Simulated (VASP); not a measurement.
# TiB2 (P6/mmm) in VASP: further runs

TiB2 is run at these levels: LDA, LDA+U; tasks: single point.

All numbers are computed with VASP 6.6.1; they aren't measurements. Logs are shortened: lines on timing, memory, paths and dates and some standing lists are left out, and cuts for length are marked.

### 1 The cell of the first run

It takes space group P6/mmm (No. 191, hexagonal). The conventional cell has a = 3.029 Å, b = 3.029 Å, c = 3.228 Å, α = 90.00°, β = 90.00°, γ = 120.00°. Within 3.1 Å of Ti (site symmetry 6/mmm) lie 12 B at 2.38 Å and 6 Ti at 3.03 Å. B (site symmetry -6m2) has 3 B at 1.75 Å within 2.3 Å.

### 2 Single point, LDA

Input file INCAR:

```
SYSTEM = TiB2
PREC = Accurate
ENCUT = 520
EDIFF = 1E-6
ISMEAR = -1
SIGMA = 0.05
LREAL = .FALSE.
LASPH = .TRUE.
NELM = 80
ALGO = Normal
ISIF = 2
LWAVE = .FALSE.
LCHARG = .FALSE.
NBANDS = 16
```

Input file KPOINTS:

```
Automatic mesh
0
G
  10 10 8
  0 0 0
```

Input file POSCAR:

```
TiB2
1.0
    3.0292000000      0.0000000000      0.0000000000
   -1.5146000000      2.6233641531      0.0000000000
    0.0000000000      0.0000000000      3.2284000000
Ti B
1 2
Direct
    0.0000000000      0.0000000000      0.0000000000
    0.6666666667      0.3333333333      0.5000000000
    0.3333333333      0.6666666667      0.5000000000
```

Potentials or basis: VASP PAW LDA potentials, release 64 (Ti_sv, B).

Started as:

```bash
cat potpaw_LDA.64/Ti_sv/POTCAR potpaw_LDA.64/B/POTCAR > POTCAR
mpirun -np 1 vasp_std > vasp.out
```

OUTCAR:

```text
SYSTEM = TiB2
   PREC = Accurate
   ENCUT = 520
   EDIFF = 1E-6
   ISMEAR = -1
   LREAL = .FALSE.
   LASPH = .TRUE.
   NELM = 80
   ISIF = 2

 ion  position               nearest neighbor table
   1  0.000  0.000  0.000-   2 2.38   3 2.38   2 2.38   3 2.38   3 2.38   3 2.38   2 2.38   2 2.38
                             2 2.38   2 2.38   3 2.38   3 2.38
   2  0.667  0.333  0.500-   3 1.75   3 1.75   3 1.75   1 2.38   1 2.38   1 2.38   1 2.38   1 2.38
                             1 2.38
   3  0.333  0.667  0.500-   2 1.75   2 1.75   2 1.75   1 2.38   1 2.38   1 2.38   1 2.38   1 2.38
                             1 2.38

  LATTYP: Found a hexagonal cell.
 ALAT       =     3.0292000000
 C/A-ratio  =     1.0657599366

  Lattice vectors:

 A1 = (   3.0292000000,   0.0000000000,   0.0000000000)
 A2 = (  -1.5146000000,   2.6233641531,   0.0000000000)
 A3 = (   0.0000000000,   0.0000000000,   3.2284000000)

Analysis of symmetry for initial positions (statically):
=====================================================================
 Subroutine PRICEL returns:
 Original cell was already a primitive cell.

 Routine SETGRP: Setting up the symmetry group for a
 hexagonal supercell.

 Subroutine GETGRP returns: Found 24 space group operations
 (whereof 24 operations were pure point group operations)
 out of a pool of 24 trial point group operations.

The static configuration has the point symmetry D_6h.

Analysis of symmetry for dynamics (positions and initial velocities):
=====================================================================
 Subroutine PRICEL returns:
 Original cell was already a primitive cell.

 Routine SETGRP: Setting up the symmetry group for a
 hexagonal supercell.

 Subroutine GETGRP returns: Found 24 space group operations
 (whereof 24 operations were pure point group operations)
 out of a pool of 24 trial point group operations.

The dynamic configuration has the point symmetry D_6h.

 Subroutine INISYM returns: Found 24 space group operations
 (whereof 24 operations are pure point group operations),
 and found     1 'primitive' translations

----------------------------------------------------------------------------------------

                                     Primitive cell

  volume of cell :      25.6551

  direct lattice vectors                    reciprocal lattice vectors
     3.029200000  0.000000000  0.000000000     0.330120164  0.190594965  0.000000000
    -1.514600000  2.623364153  0.000000000     0.000000000  0.381189931  0.000000000
     0.000000000  0.000000000  3.228400000     0.000000000  0.000000000  0.309750960

  length of vectors
     3.029200000  3.029200000  3.228400000     0.381189931  0.381189931  0.309750960

  position of ions in fractional coordinates (direct lattice)
     0.000000000  0.000000000  0.000000000
     0.666666667  0.333333333  0.500000000
     0.333333333  0.666666667  0.500000000

  ion indices of the primitive-cell ions
   primitive index   ion index
                 1           1
                 2           2
                 3           3

----------------------------------------------------------------------------------------

 KPOINTS: Automatic mesh

Automatic generation of k-mesh.
 Grid dimensions read from file:
 generate k-points for:   10   10    8

 Generating k-lattice:

  Cartesian coordinates                     Fractional coordinates (reciprocal lattice)
     0.033012016  0.019059497  0.000000000     0.100000000  0.000000000  0.000000000
     0.000000000  0.038118993  0.000000000     0.000000000  0.100000000  0.000000000
     0.000000000  0.000000000  0.038718870     0.000000000  0.000000000  0.125000000

  Length of vectors
     0.038118993  0.038118993  0.038718870

  Shift w.r.t. Gamma in fractional coordinates (k-lattice)
     0.000000000  0.000000000  0.000000000

 Subroutine IBZKPT returns following result:
 ===========================================

 Found     70 irreducible k-points:

 Following reciprocal coordinates:
            Coordinates               Weight
  0.000000  0.000000  0.000000      1.000000
  0.100000 -0.000000  0.000000      6.000000
  0.200000 -0.000000  0.000000      6.000000
  0.300000 -0.000000  0.000000      6.000000
  0.400000 -0.000000  0.000000      6.000000
  0.500000 -0.000000  0.000000      3.000000
[... 16 lines left out ...]
  0.300000  0.100000  0.125000     24.000000
  0.400000  0.100000  0.125000     24.000000
 [... further k-points ...]
   k-points           NKPTS =     70   k-points in BZ     NKDIM =     70   number of bands    NBANDS=     16
   number of dos      NEDOS =    301   number of ions     NIONS =      3
   total plane-waves  NPLWV =  13824
   dimension x,y,z NGX =    24 NGY =   24 NGZ =   24
   dimension x,y,z NGXF=    48 NGYF=   48 NGZF=   48
   ions per type =               1   2
   NGX,Y,Z   is equivalent  to a cutoff of  13.17, 13.17, 12.36 a.u.
   NGXF,Y,Z  is equivalent  to a cutoff of  26.34, 26.34, 24.72 a.u.
 SYSTEM =  TiB2
   PREC   = accura    normal or accurate (medium, high low for compatibility)
   ISTART =      0    job   : 0-new  1-cont  2-samecut
   ICHARG =      2    charge: 1-file 2-atom 10-const
   ISPIN  =      1    spin polarized calculation?
   LNONCOLLINEAR =      F non collinear calculations
   LSORBIT =      F    spin-orbit coupling
   LASPH  =      T    aspherical Exc in radial PAW
   ENCUT  =  520.0 eV  38.22 Ry    6.18 a.u.   5.63  5.63  6.00*2*pi/ulx,y,z
   NELM   =     80;   NELMIN=  2; NELMDL= -5     # of ELM steps
   EDIFF  = 0.1E-05   stopping-criterion for ELM
   LREAL  =      F    real-space projection
   EDIFFG = 0.1E-04   stopping-criterion for IOM
   NSW    =      0    number of steps for IOM
   IBRION =     -1    ionic relax: 0-MD 1-quasi-New 2-CG
   NFREE  =      0    steps in history (QN), initial steepest desc. (CG)
   ISIF   =      2    stress and relaxation
   ISYM   =      2    0-nonsym 1-usesym 2-fastsym
   POTIM  = 0.5000    time-step for ionic-motion
   TEBEG  =    0.0;   TEEND  =   0.0 temperature during run
   PSTRESS=    0.0 pullay stress
   NELECT =      18.0000    total number of electrons
   NUPDOWN=      -1.0000    fix difference up-down
   EMIN   =  10.00;   EMAX   =-10.00  energy-range for DOS
   EFERMI =   0.00;   METHOD = LEGACY
   ISMEAR =    -1;   SIGMA  =   0.05  broadening in eV -4-tet -1-fermi 0-gaus
   EFERMI_NEDOS =   21; number of points for ismear=-14 and -15
   IALGO  =     38    algorithm
   IMIX   =      4    mixing-type and parameters
     AMIX     =   0.40;   BMIX     =  1.00
     AMIX_MAG =   1.60;   BMIX_MAG =  1.00
  volume/ion in A,a.u.               =       8.55        57.71
  Fermi-wavevector in a.u.,A,eV,Ry     =   1.454703  2.748990 28.792122  2.116161
  Thomas-Fermi vector in A             =   2.571823
   LORBIT       =      0    0 simple, 1 ext, 2 COOP (PROOUT), +10 PAW based schemes
   GGA     = CA    functional components
   LHFCALC =     F    Hartree Fock is set to
   AEXX    =    0.0000 exact exchange contribution
   IVDW    =     0    specifies the selected vdW correction
   LEPSILON=     F    determine dielectric tensor
   LRPA    =     F    only Hartree local field effects (RPA)
 non-spin polarized calculation
  energy-cutoff  :      520.00
  volume of cell :       25.66
 maximum number of plane-waves:       721
 NGX is ok and might be reduce to    24
   NGX = 11   NGY = 11   NGZ = 13

 number of electron      18.0000002 magnetization

 Free energy of the ion-electron system (eV)
  ---------------------------------------------------
  ext. energy  EPLUGINS =         0.00000000
  ---------------------------------------------------
  free energy    TOTEN  =       -26.87868141 eV

  energy without entropy =      -26.87235108  energy(sigma->0) =      -26.87551625

 E-fermi :   9.8541     XC(G=0): -12.9521

 val. band max:        9.8271017944   @ k =   0.2000   0.2000   0.1250
 cond. band min:       9.8567732522   @ k =   0.3000   0.2000   0.0000
 fundamental gap:      0.0296714578
 Fermi energy:         9.8540691399

 k-point     1 :       0.0000    0.0000    0.0000
  band No.  band energies     occupation
      1     -46.3226      2.00000
      2     -23.0601      2.00000
      3     -22.7436      2.00000
      4     -22.7436      2.00000
      5      -3.3725      2.00000
      6       7.3328      2.00000
[... 8 lines left out ...]
     15      15.7251      0.00000
     16      17.0266      0.00000

 k-point     2 :       0.1000   -0.0000    0.0000
  band No.  band energies     occupation
      1     -46.3171      2.00000
      2     -23.0532      2.00000
      3     -22.7846      2.00000
      4     -22.7528      2.00000
      5      -3.1816      2.00000
      6       6.8080      2.00000
[... 8 lines left out ...]
     15      16.7936      0.00000
     16      17.6125      0.00000

 k-point     3 :       0.2000   -0.0000    0.0000
  band No.  band energies     occupation
      1     -46.3027      2.00000
      2     -23.0353      2.00000
      3     -22.8910      2.00000
      4     -22.7771      2.00000
      5      -2.6247      2.00000
      6       5.5264      2.00000
[... 8 lines left out ...]
     15      17.7355      0.00000
     16      18.8826      0.00000

 k-point     4 :       0.3000   -0.0000    0.0000
  band No.  band energies     occupation
      1     -46.2848      2.00000
      2     -23.0201      2.00000
      3     -23.0131      2.00000
      4     -22.8070      2.00000
      5      -1.7433      2.00000
      6       3.9465      2.00000
[... 8 lines left out ...]
     15      17.3374      0.00000
     16      19.0486      0.00000
[... 324 lines left out ...]
 k-point    22 :       0.2000    0.1000    0.1250
  band No.  band energies     occupation
      1     -46.2888      2.00000
      2     -23.0497      2.00000
      3     -22.9617      2.00000
      4     -22.8041      2.00000
      5      -1.9290      2.00000
      6       4.7697      2.00000
[... 8 lines left out ...]
     15      18.0312      0.00000
     16      19.3628      0.00000

 k-point    23 :       0.3000    0.1000    0.1250
  band No.  band energies     occupation
      1     -46.2726      2.00000
      2     -23.0698      2.00000
      3     -23.0279      2.00000
      4     -22.8385      2.00000
      5      -0.9488      2.00000
      6       3.2174      2.00000
[... 8 lines left out ...]
     15      18.3103      0.00000
     16      19.6851      0.00000

 k-point    24 :       0.4000    0.1000    0.1250
  band No.  band energies     occupation
      1     -46.2625      2.00000
      2     -23.1352      2.00000
      3     -23.0151      2.00000
      4     -22.8597      2.00000
      5       0.2690      2.00000
      6       1.6835      2.00000
[... 8 lines left out ...]
     15      18.6121      0.00000
     16      19.4708      0.00000

 [... further k-points ...]
[... 5 lines left out ...]
  --------------------------------------------------------------------------------------
  -------------------------------------------------------------------------------------
  Total       -1.6524791     -1.6524791     -1.8206727      0.0000000      0.0000000      0.0000000
  in kB     -103.1983334   -103.1983334   -113.7021263      0.0000000      0.0000000      0.0000000
  external PRESSURE =    -106.6995977 kB  Pullay stress =       0.0000000 kB

 VOLUME and BASIS-vectors are now :
 -----------------------------------------------------------------------------
  energy-cutoff  :      520.00
  volume of cell :       25.66
      direct lattice vectors                 reciprocal lattice vectors
     3.029200000  0.000000000  0.000000000     0.330120164  0.190594965  0.000000000
    -1.514600000  2.623364153  0.000000000     0.000000000  0.381189931  0.000000000
     0.000000000  0.000000000  3.228400000     0.000000000  0.000000000  0.309750960

 POSITION                                       TOTAL-FORCE (eV/Angst)
 -----------------------------------------------------------------------------------
      0.00000      0.00000      0.00000        -0.000000      0.000000      0.000000
      1.51460      0.87445      1.61420        -0.000000      0.000000      0.000000
     -0.00000      1.74891      1.61420         0.000000      0.000000     -0.000000
 -----------------------------------------------------------------------------------
    total drift:                               -0.000000      0.000000      0.000000

  FREE ENERGIE OF THE ION-ELECTRON SYSTEM (eV)
  ---------------------------------------------------
  free  energy   TOTEN  =       -26.8786814114 eV

  energy  without entropy=      -26.8723510835  energy(sigma->0) =      -26.87551625
```

Wall time 22 s (1 thread of Intel Xeon 8259CL, shared host); peak memory 0.15 GiB.

What came out:

```
Free energy            : -26.8787 eV
Pressure               : -10.7 GPa
Band gap on the k mesh : zero (band 9 reaches 10.29 eV, above the bottom of band 10 at 9.74 eV)
```

Stress tensor (GPa, compression positive):
```
-10.32   0.00   0.00
  0.00 -10.32   0.00
  0.00   0.00 -11.37
```

(Continued in part 2 of 2.)
